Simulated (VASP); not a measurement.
# Al3Pd (Fm-3m) in VASP: a series of runs

Al3Pd is run at these levels: PBE; tasks: single point, relaxation of cell and atoms.

Everything below comes from runs of VASP 6.6.1. Logs are shortened: lines on timing, memory, paths and dates and some standing lists are left out, and cuts for length are marked.

## Step 1: The cell of the first run

The structure is cubic, space group Fm-3m (No. 225). The conventional cell has a = 6.315 Å, b = 6.315 Å, c = 6.315 Å, α = 90.00°, β = 90.00°, γ = 90.00°. Within 3.6 Å of Pd (site symmetry m-3m) lie 14 Al at 2.73 to 3.16 Å. Al (site symmetry m-3m) has 8 Al at 2.73 Å and 6 Pd at 3.16 Å within 3.6 Å. Within 3.6 Å of Al (site symmetry -43m) lie 4 Pd at 2.73 Å and 10 Al at 2.73 to 3.16 Å.

## Step 2: Single point, PBE

File INCAR:

```
SYSTEM = Al3Pd
PREC = Accurate ; ENCUT = 500
EDIFF = 1E-6 ; ISMEAR = -1
SIGMA = 0.05 ; LREAL = .False.
LASPH = .True. ; NELM = 120
ALGO = Normal ; ISIF = 2
LWAVE = .False. ; LCHARG = .False.
GGA = PE ; NBANDS = 18
GGA_COMPAT = .False.
```

File KPOINTS:

```
Automatic mesh
0
Gamma
  6 6 6
  0 0 0
```

File POSCAR:

```
Al3Pd
1.0
    0.0000000000      3.1572775344      3.1572775344
    3.1572775344      0.0000000000      3.1572775344
    3.1572775344      3.1572775344      0.0000000000
Pd Al
1 3
Direct
    0.0000000000      0.0000000000      0.0000000000
    0.5000000000      0.5000000000      0.5000000000
    0.2500000000      0.2500000000      0.2500000000
    0.7500000000      0.7500000000      0.7500000000
```

Potentials or basis: VASP PAW PBE potentials, release 64 (Pd, Al).

Started as:

```sh
$ cat potpaw_PBE.64/Pd/POTCAR potpaw_PBE.64/Al/POTCAR > POTCAR
$ mpirun -np 1 vasp_std > vasp.out
```

OUTCAR:

```text
SYSTEM = Al3Pd
   PREC = Accurate
   ENCUT = 500
   EDIFF = 1E-6
   ISMEAR = -1
   LREAL = .False.
   LASPH = .True.
   NELM = 120
   ISIF = 2
   GGA = PE

 ion  position               nearest neighbor table
   1  0.000  0.000  0.000-   4 2.73   4 2.73   4 2.73   3 2.73   4 2.73   3 2.73   3 2.73   3 2.73
                             2 3.16   2 3.16   2 3.16   2 3.16   2 3.16   2 3.16
   2  0.500  0.500  0.500-   3 2.73   3 2.73   3 2.73   3 2.73   4 2.73   4 2.73   4 2.73   4 2.73
                             1 3.16   1 3.16   1 3.16   1 3.16   1 3.16   1 3.16
   3  0.250  0.250  0.250-   1 2.73   1 2.73   1 2.73   1 2.73   2 2.73   2 2.73   2 2.73   2 2.73
                             4 3.16   4 3.16   4 3.16   4 3.16   4 3.16   4 3.16
   4  0.750  0.750  0.750-   2 2.73   2 2.73   2 2.73   1 2.73   2 2.73   1 2.73   1 2.73   1 2.73
                             3 3.16   3 3.16   3 3.16   3 3.16   3 3.16   3 3.16

  LATTYP: Found a face centered cubic cell.
 ALAT       =     6.3145550688

  Lattice vectors:

 A1 = (   0.0000000000,   3.1572775344,   3.1572775344)
 A2 = (   3.1572775344,   0.0000000000,   3.1572775344)
 A3 = (   3.1572775344,   3.1572775344,   0.0000000000)

Analysis of symmetry for initial positions (statically):
=====================================================================
 Subroutine PRICEL returns:
 Original cell was already a primitive cell.

 Routine SETGRP: Setting up the symmetry group for a
 face centered cubic supercell.

 Subroutine GETGRP returns: Found 48 space group operations
 (whereof 48 operations were pure point group operations)
 out of a pool of 48 trial point group operations.

The static configuration has the point symmetry O_h .

Analysis of symmetry for dynamics (positions and initial velocities):
=====================================================================
 Subroutine PRICEL returns:
 Original cell was already a primitive cell.

 Routine SETGRP: Setting up the symmetry group for a
 face centered cubic supercell.

 Subroutine GETGRP returns: Found 48 space group operations
 (whereof 48 operations were pure point group operations)
 out of a pool of 48 trial point group operations.

The dynamic configuration has the point symmetry O_h .

 Subroutine INISYM returns: Found 48 space group operations
 (whereof 48 operations are pure point group operations),
 and found     1 'primitive' translations

----------------------------------------------------------------------------------------

                                     Primitive cell

  volume of cell :      62.9460

  direct lattice vectors                    reciprocal lattice vectors
     0.000000000  3.157277534  3.157277534    -0.158364285  0.158364285  0.158364285
     3.157277534  0.000000000  3.157277534     0.158364285 -0.158364285  0.158364285
     3.157277534  3.157277534  0.000000000     0.158364285  0.158364285 -0.158364285

  length of vectors
     4.465064709  4.465064709  4.465064709     0.274294988  0.274294988  0.274294988

  position of ions in fractional coordinates (direct lattice)
     0.000000000  0.000000000  0.000000000
     0.500000000  0.500000000  0.500000000
     0.250000000  0.250000000  0.250000000
     0.750000000  0.750000000  0.750000000

  ion indices of the primitive-cell ions
   primitive index   ion index
                 1           1
                 2           2
                 3           3
                 4           4

----------------------------------------------------------------------------------------

 KPOINTS: Automatic mesh

Automatic generation of k-mesh.
 Grid dimensions read from file:
 generate k-points for:    6    6    6

 Generating k-lattice:

  Cartesian coordinates                     Fractional coordinates (reciprocal lattice)
    -0.026394048  0.026394048  0.026394048     0.166666667  0.000000000  0.000000000
     0.026394048 -0.026394048  0.026394048     0.000000000  0.166666667  0.000000000
     0.026394048  0.026394048 -0.026394048     0.000000000  0.000000000  0.166666667

  Length of vectors
     0.045715831  0.045715831  0.045715831

  Shift w.r.t. Gamma in fractional coordinates (k-lattice)
     0.000000000  0.000000000  0.000000000

 Subroutine IBZKPT returns following result:
 ===========================================

 Found     16 irreducible k-points:

 Following reciprocal coordinates:
            Coordinates               Weight
  0.000000  0.000000  0.000000      1.000000
  0.166667  0.000000  0.000000      8.000000
  0.333333  0.000000  0.000000      8.000000
  0.500000  0.000000  0.000000      4.000000
  0.166667  0.166667  0.000000      6.000000
  0.333333  0.166667  0.000000     24.000000
[... 8 lines left out ...]
 -0.333333  0.333333  0.166667     24.000000
 -0.333333  0.500000  0.166667     12.000000
   k-points           NKPTS =     16   k-points in BZ     NKDIM =     16   number of bands    NBANDS=     18
   number of dos      NEDOS =    301   number of ions     NIONS =      4
   total plane-waves  NPLWV =  46656
   dimension x,y,z NGX =    36 NGY =   36 NGZ =   36
   dimension x,y,z NGXF=    72 NGYF=   72 NGZF=   72
   ions per type =               1   3
   NGX,Y,Z   is equivalent  to a cutoff of  13.40, 13.40, 13.40 a.u.
   NGXF,Y,Z  is equivalent  to a cutoff of  26.81, 26.81, 26.81 a.u.
 SYSTEM =  Al3Pd
   PREC   = accura    normal or accurate (medium, high low for compatibility)
   ISTART =      0    job   : 0-new  1-cont  2-samecut
   ICHARG =      2    charge: 1-file 2-atom 10-const
   ISPIN  =      1    spin polarized calculation?
   LNONCOLLINEAR =      F non collinear calculations
   LSORBIT =      F    spin-orbit coupling
   LASPH  =      T    aspherical Exc in radial PAW
   ENCUT  =  500.0 eV  36.75 Ry    6.06 a.u.   8.14  8.14  8.14*2*pi/ulx,y,z
   NELM   =    120;   NELMIN=  2; NELMDL= -5     # of ELM steps
   EDIFF  = 0.1E-05   stopping-criterion for ELM
   LREAL  =      F    real-space projection
   EDIFFG = 0.1E-04   stopping-criterion for IOM
   NSW    =      0    number of steps for IOM
   IBRION =     -1    ionic relax: 0-MD 1-quasi-New 2-CG
   NFREE  =      0    steps in history (QN), initial steepest desc. (CG)
   ISIF   =      2    stress and relaxation
   ISYM   =      2    0-nonsym 1-usesym 2-fastsym
   POTIM  = 0.5000    time-step for ionic-motion
   TEBEG  =    0.0;   TEEND  =   0.0 temperature during run
   PSTRESS=    0.0 pullay stress
   NELECT =      19.0000    total number of electrons
   NUPDOWN=      -1.0000    fix difference up-down
   EMIN   =  10.00;   EMAX   =-10.00  energy-range for DOS
   EFERMI =   0.00;   METHOD = LEGACY
   ISMEAR =    -1;   SIGMA  =   0.05  broadening in eV -4-tet -1-fermi 0-gaus
   EFERMI_NEDOS =   21; number of points for ismear=-14 and -15
   IALGO  =     38    algorithm
   IMIX   =      4    mixing-type and parameters
     AMIX     =   0.40;   BMIX     =  1.00
     AMIX_MAG =   1.60;   BMIX_MAG =  1.00
  volume/ion in A,a.u.               =      15.74       106.20
  Fermi-wavevector in a.u.,A,eV,Ry     =   1.098171  2.075242 16.408346  1.205979
  Thomas-Fermi vector in A             =   2.234544
   LORBIT       =      0    0 simple, 1 ext, 2 COOP (PROOUT), +10 PAW based schemes
   GGA     = PE    functional components
   LHFCALC =     F    Hartree Fock is set to
   AEXX    =    0.0000 exact exchange contribution
   IVDW    =     0    specifies the selected vdW correction
   LEPSILON=     F    determine dielectric tensor
   LRPA    =     F    only Hartree local field effects (RPA)
 non-spin polarized calculation
  energy-cutoff  :      500.00
  volume of cell :       62.95
 maximum number of plane-waves:      1639
 NGX is ok and might be reduce to    36
   NGX = 17   NGY = 17   NGZ = 17

 number of electron      19.0000002 magnetization

 Free energy of the ion-electron system (eV)
  ---------------------------------------------------
  ext. energy  EPLUGINS =         0.00000000
  ---------------------------------------------------
  free energy    TOTEN  =       -17.43612028 eV

  energy without entropy =      -17.42631307  energy(sigma->0) =      -17.43121668

 E-fermi :   8.8905     XC(G=0): -10.9742

 val. band max:        8.8539099592   @ k =   0.0000   0.0000   0.0000
 cond. band min:       8.8915759248   @ k =   0.1667   0.0000   0.0000
 fundamental gap:      0.0376659656
 Fermi energy:         8.8904796404

 k-point     1 :       0.0000    0.0000    0.0000
  band No.  band energies     occupation
      1      -1.8761      2.00000
      2       4.3184      2.00000
      3       4.3184      2.00000
      4       4.3184      2.00000
      5       5.2383      2.00000
      6       5.2383      2.00000
[... 10 lines left out ...]
     17      12.5928      0.00000
     18      14.7534      0.00000

 k-point     2 :       0.1667    0.0000    0.0000
  band No.  band energies     occupation
      1      -1.5581      2.00000
      2       3.8879      2.00000
      3       4.3853      2.00000
      4       4.3853      2.00000
      5       5.1394      2.00000
      6       5.1394      2.00000
[... 10 lines left out ...]
     17      13.9532      0.00000
     18      16.2876      0.00000

 k-point     3 :       0.3333    0.0000    0.0000
  band No.  band energies     occupation
      1      -0.6279      2.00000
      2       2.5703      2.00000
      3       4.3686      2.00000
      4       4.3686      2.00000
      5       5.2155      2.00000
      6       5.2155      2.00000
[... 10 lines left out ...]
     17      17.5000      0.00000
     18      18.6094      0.00000

 k-point     4 :       0.5000    0.0000    0.0000
  band No.  band energies     occupation
      1       0.7069      2.00000
      2       0.9668      2.00000
      3       4.2951      2.00000
      4       4.2951      2.00000
      5       5.3948      2.00000
      6       5.3948      2.00000
[... 207 lines left out ...]
      4       4.4612      2.00000
      5       4.8908      2.00000
      6       5.3941      2.00000
[... 10 lines left out ...]
     17      17.0077      0.00000
     18      18.3845      0.00000

 k-point    15 :      -0.3333    0.3333    0.1667
  band No.  band energies     occupation
      1       1.3323      2.00000
      2       1.7534      2.00000
      3       3.0515      2.00000
      4       4.1438      2.00000
      5       5.0462      2.00000
      6       5.4306      2.00000
[... 10 lines left out ...]
     17      16.6381      0.00000
     18      19.0564      0.00000

 k-point    16 :      -0.3333    0.5000    0.1667
  band No.  band energies     occupation
      1       1.7675      2.00000
      2       2.0048      2.00000
      3       2.6641      2.00000
      4       3.8371      2.00000
      5       5.3623      2.00000
      6       5.4228      2.00000
[... 10 lines left out ...]
     17      17.5853      0.00000
     18      18.9193      0.00000

------------------------ aborting loop because EDIFF is reached ----------------------------------------

  FORCE on cell =-STRESS in cart. coord.  units (eV):
  Direction    XX          YY          ZZ          XY          YZ          ZX
  --------------------------------------------------------------------------------------
  -------------------------------------------------------------------------------------
  Total       -0.0142139     -0.0142139     -0.0142139      0.0000000      0.0000000      0.0000000
  in kB       -0.3617893     -0.3617893     -0.3617893      0.0000000      0.0000000      0.0000000
  external PRESSURE =      -0.3617893 kB  Pullay stress =       0.0000000 kB

 VOLUME and BASIS-vectors are now :
 -----------------------------------------------------------------------------
  energy-cutoff  :      500.00
  volume of cell :       62.95
      direct lattice vectors                 reciprocal lattice vectors
     0.000000000  3.157277534  3.157277534    -0.158364285  0.158364285  0.158364285
     3.157277534  0.000000000  3.157277534     0.158364285 -0.158364285  0.158364285
     3.157277534  3.157277534  0.000000000     0.158364285  0.158364285 -0.158364285

 POSITION                                       TOTAL-FORCE (eV/Angst)
 -----------------------------------------------------------------------------------
      0.00000      0.00000      0.00000        -0.000000     -0.000000      0.000000
      3.15728      3.15728      3.15728        -0.000000     -0.000000      0.000000
      1.57864      1.57864      1.57864        -0.000000     -0.000000     -0.000000
      4.73592      4.73592      4.73592         0.000000      0.000000      0.000000
 -----------------------------------------------------------------------------------
    total drift:                               -0.000000      0.000000      0.000000

  FREE ENERGIE OF THE ION-ELECTRON SYSTEM (eV)
  ---------------------------------------------------
  free  energy   TOTEN  =       -17.4361202835 eV

  energy  without entropy=      -17.4263130733  energy(sigma->0) =      -17.43121668
```

Wall time 34 s (1 thread of Intel Xeon 8259CL, shared host); peak memory 0.2 GiB.

Results:

```
Free energy            : -17.4361 eV
Pressure               : 0.0 GPa
Band gap on the k mesh : zero (an odd number of electrons rules out a gap without spin polarisation)
```

## Step 3: Relaxation of cell and atoms, PBE

This run uses another cell than the first one, of 15.41 Å³/atom.

File INCAR:

```
  ALGO = Normal
  EDIFF = 1E-7
  EDIFFG = -0.03
  ENCUT = 500
  GGA = PE
  GGA_COMPAT = F
  IBRION = 2
  ISIF = 3
  ISMEAR = -1
  LASPH = T
  LCHARG = F
  LREAL = F
  LWAVE = F
  NELM = 120
  NELMIN = 4
  NSW = 80
  PREC = Accurate
  SIGMA = 0.05
```

File KPOINTS:

```
k-points
0
Gamma
  6 6 6
```

File POSCAR:

```
Al3Pd
1.0
    0.0000000000      3.1350000000      3.1350000000
    3.1350000000      0.0000000000      3.1350000000
    3.1350000000      3.1350000000      0.0000000000
Pd Al
1 3
Direct
    0.0000000000      0.0000000000      0.0000000000
    0.5000000000      0.5000000000      0.5000000000
    0.2500000000      0.2500000000      0.2500000000
    0.7500000000      0.7500000000      0.7500000000
```

Potentials or basis: VASP PAW PBE potentials, release 64 (Pd, Al).

Started as:

```sh
$ cat potpaw_PBE.64/Pd/POTCAR potpaw_PBE.64/Al/POTCAR > POTCAR
$ mpirun -np 1 vasp_std > vasp.out
```

Wall time 48 s (1 thread of Intel Xeon 8259CL, shared host); peak memory 0.19 GiB.

It converged, with:

| Quantity | Value |
| --- | --- |
| Free energy | -17.4360 eV |
| Relaxed volume | 15.73 Å³/atom |
| Relaxed cell | a = 4.464 Å, b = 4.464 Å, c = 4.464 Å, α = 60.00°, β = 60.00°, γ = 60.00° |
| Space group after relaxing (to 0.1 Å) | Fm-3m (No. 225) |
| Energy gained by relaxing | 2.2 meV/atom |
| Ionic steps | 3 |
| Pressure after relaxing | 0.0 GPa |
| Band gap on the k mesh | zero (an odd number of electrons rules out a gap without spin polarisation) |

Step by step:
```csv
step,energy change (eV),largest force (eV/Å),pressure (GPa),volume (Å³)
1,0.0000,0.0000,2.22,61.62
2,-0.0069,0.0000,-0.95,63.54
3,-0.0088,0.0000,0.01,62.92
```

Final structure:
```xyz
4
Lattice="0.0000 3.1569 3.1569 3.1569 0.0000 3.1569 3.1569 3.1569 0.0000" Properties=species:S:1:pos:R:3 pbc="T T T"
Pd    0.0000    0.0000    0.0000
Al    3.1569    3.1569    3.1569
Al    1.5784    1.5784    1.5784
Al    4.7353    4.7353    4.7353
```

Levels at points of the mesh, in eV from the Fermi level:
```tsv
k point	band 6	band 7	band 8	band 9	band 10	band 11	band 12	band 13
(0.00, 0.00, 0.00)	-3.65	-0.04	-0.04	-0.04	0.65	1.97	1.97	1.97
(0.50, 0.00, 0.00)	-3.50	-3.42	-0.66	-0.44	-0.44	0.73	0.73	2.89
(0.50, 0.50, 0.00)	-3.53	-3.53	-3.32	-3.20	-0.85	0.08	6.17	6.17
```
